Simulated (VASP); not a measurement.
The system is Ag.

```
CELL_PARAMETERS angstrom
0.00000 4.08550 4.08550
4.08550 0.00000 4.08550
4.08550 4.08550 0.00000
ATOMIC_POSITIONS crystal
Ag 0.00000 0.00000 0.00000
Ag 0.00000 0.00000 0.50000
Ag 0.00000 0.50000 0.00000
Ag 0.00000 0.50000 0.50000
Ag 0.50000 0.00000 0.00000
Ag 0.50000 0.00000 0.50000
Ag 0.50000 0.50000 0.00000
Ag 0.50000 0.50000 0.50000
```

Base run:

| Item | Value |
| --- | --- |
| Program | VASP 6.6.1 |
| Functional | PBEsol |
| Potentials or basis | VASP PAW PBE potentials, release 64 (Ag) |
| Cutoff | 520 eV |
| k mesh | 7 × 7 × 7 |
| Occupations | fermi-dirac, width 0.05 eV |
| Spin | no spin polarisation |

Its results: band gap on the k mesh zero (bands 44 and 45 overlap by 1.38 eV); pressure -2.8 GPa.

Question: The run is repeated on the same cell with these changes: functional from PBEsol to r2SCAN. What comes out?

Answer: Band gap on the k mesh zero (bands 44 and 45 overlap by 1.49 eV); pressure 1.6 GPa.

Caveats: the PAW data sets were made with another functional, which shifts forces and pressure a little.
